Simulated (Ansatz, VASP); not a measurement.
**One calculation of SrO, two programs**

```
Sr O
1.0
     3.63668    0.00000    0.00000
    -1.81834    3.14946    0.00000
     0.00000    0.00000    6.34687
Sr O
2 2
Direct
  0.33333 0.66667 0.25000
  0.66667 0.33333 0.75000
  0.00000 0.00000 0.00000
  0.00000 0.00000 0.50000
```

Change from the starting cell: mode 8 frozen in at +0.000 Å, equal normal strain along x, y and z +0.0167.

Alike in both runs: task single point; functional PBE; k mesh 9 × 9 × 4; occupations gaussian, width 0.05 eV; no spin polarisation.

|  | VASP | Ansatz |
| --- | --- | --- |
| version | VASP 6.6.1 | Ansatz 0.2.0 |
| potentials or method | VASP PAW PBE potentials, release 64 (Sr_sv, O), cutoff 520 eV | scalar-relativistic, plane waves, PAW |
| valence electrons in the cell | 32 | 32 |

|  | VASP | Ansatz | Ansatz less VASP |
| --- | --- | --- | --- |
| gap on the k mesh at the Fermi level (eV) | 2.70 | 2.70 | +0.004 |
| least direct gap on the mesh (eV) | 2.70 | 2.70 | +0.004 |
| pressure (GPa) | -3.2 | -3.6 | -0.42 |
| traceless stress, the component that is largest in VASP (GPa) | -0.40 | -0.39 | +0.007 |
